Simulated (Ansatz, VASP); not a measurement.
## AgB2 in VASP and in Ansatz

```
Ag B
1.0
     3.02118    0.00000    0.00000
    -1.51059    2.61642    0.00000
     0.00000    0.00000    4.06266
Ag B
1 2
Cartesian
  0.0000 0.0000 0.0000
  0.0000 1.7443 2.0313
  1.5106 0.8721 2.0313
```

Alike in both runs: functional PBE; k mesh 14 × 14 × 11; occupations fermi-dirac, width 0.05 eV; no spin polarisation.

Ansatz relaxed the structure, and its values are those at the end. VASP's run is a single point on that final structure, the one shown.

|  | VASP | Ansatz |
| --- | --- | --- |
| version | VASP 6.6.1 | Ansatz 0.2.0 |
| potentials or method | VASP PAW PBE potentials, release 64 (Ag, B) | PAW with Ansatz's default frozen-core files, scalar-relativistic |
| plane-wave cutoff (eV) | 520 | 420 |
| valence electrons in the cell | 17 | 25 |

|  | VASP | Ansatz | Ansatz less VASP |
| --- | --- | --- | --- |
| pressure (GPa) | -0.1 | 0.0 | +0.09 |

The functional is the same, so the differences come from potentials, cutoffs and numerics. VASP's potentials hold 17 valence electrons a cell and Ansatz's 25, so a difference there can come from the potentials and not from the codes.
